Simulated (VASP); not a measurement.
## Y: single point with PBE+D3(BJ)

Crystal: Y.

```
Y
1.0
     3.64257    0.00000    0.00000
    -1.82128    3.15456    0.00000
     0.00000    0.00000    5.87916
Y
2
Cartesian
  0.0000 2.1030 1.4698
  1.8213 1.0515 4.4094
```

```
Program                : VASP 6.6.1
Task                   : single point
Functional             : PBE
Dispersion             : D3(BJ)
Potentials or basis    : VASP PAW PBE potentials, release 64 (Y_sv)
Cutoff                 : 520 eV
k mesh                 : 6 × 6 × 4
Occupations            : gaussian, width 0.1 eV
Spin                   : collinear spin
Starting moments       : [1.0, 1.0] μB
Dipole correction      : no
Further INCAR settings : ALGO = Normal; EDIFF = 1e-06; NBANDS = 22
```

```json
{"Pressure": "-2.7 GPa", "Net moment": "0.27 μB per cell", "Site moments": "Y +0.08 μB", "Valence electrons inside the program's atomic spheres": "Y 9.39", "Dispersion energy per atom": "-0.325 eV"}
```

Stress tensor (GPa, compression positive):
```
-1.91  0.00  0.00
 0.00 -1.91  0.00
 0.00  0.00 -4.27
```

Levels at points of the mesh, in eV from the Fermi level:
Spin up:
| k point | band 8 | band 9 | band 10 | band 11 | band 12 | band 13 | band 14 | band 15 |
| --- | --- | --- | --- | --- | --- | --- | --- | --- |
| (0.00, 0.00, 0.00) | -22.53 | -4.75 | -1.98 | 0.54 | 1.68 | 1.68 | 1.74 | 2.21 |
| (0.50, 0.00, 0.00) | -22.61 | -1.75 | -1.22 | -0.88 | -0.18 | 1.16 | 1.51 | 1.82 |
| (0.00, 0.00, 0.50) | -22.58 | -3.40 | -3.40 | 0.74 | 0.74 | 1.64 | 1.64 | 1.64 |
| (0.50, 0.00, 0.50) | -22.66 | -1.69 | -1.69 | -0.08 | -0.08 | 1.23 | 1.23 | 2.72 |
Spin down:
| k point | band 8 | band 9 | band 10 | band 11 | band 12 | band 13 | band 14 | band 15 |
| --- | --- | --- | --- | --- | --- | --- | --- | --- |
| (0.00, 0.00, 0.00) | -22.50 | -4.63 | -1.85 | 0.64 | 1.76 | 1.76 | 1.82 | 2.29 |
| (0.50, 0.00, 0.00) | -22.57 | -1.60 | -1.15 | -0.82 | -0.04 | 1.25 | 1.57 | 1.87 |
| (0.00, 0.00, 0.50) | -22.55 | -3.29 | -3.29 | 0.84 | 0.84 | 1.71 | 1.71 | 1.71 |
| (0.50, 0.00, 0.50) | -22.63 | -1.61 | -1.61 | 0.05 | 0.05 | 1.32 | 1.32 | 2.78 |

Run time: 59 s on 1 thread of AMD EPYC 9R14 (Zen 4), with other jobs on the host, peak memory 0.22 GiB.

Caveat: a moment this small can come from the mesh or the smearing.
